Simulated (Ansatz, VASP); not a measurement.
## AlC2: VASP beside Ansatz

```
Al C
1.0
    -2.32792    2.32792    2.73451
     2.32792   -2.32792    2.73451
     2.32792    2.32792   -2.73451
Al C
2 4
Direct
  0.25000 0.25000 0.00000
  0.75000 0.75000 0.00000
  0.59909 0.09909 0.69818
  0.09909 0.40091 0.50000
  0.40091 0.90091 0.30182
  0.90091 0.59909 0.50000
```

Alike in both runs: task relaxation of cell and atoms; functional PBE; k mesh 12 × 12 × 12; occupations gaussian, width 0.1 eV; no spin polarisation.

```csv
,VASP,Ansatz
version,VASP 6.6.1,Ansatz 0.2.0
potentials or method,"VASP PAW PBE potentials, release 64 (Al, C), cutoff 600 eV","scalar-relativistic, plane waves, PAW"
valence electrons in the cell,22,22
```

|  | VASP | Ansatz | Ansatz less VASP |
| --- | --- | --- | --- |
| gap on the k mesh at the Fermi level, each at its own relaxed structure (eV) | none | none | - |
| relaxed volume (Å³/atom) | 9.86 | 9.87 | +0.015 |
| relaxed length of the cell vector where the two differ most in proportion (Å) | 4.277 | 4.279 | +0.0022 |

A gap of «none» marks a metal or a gap that the smearing closes.
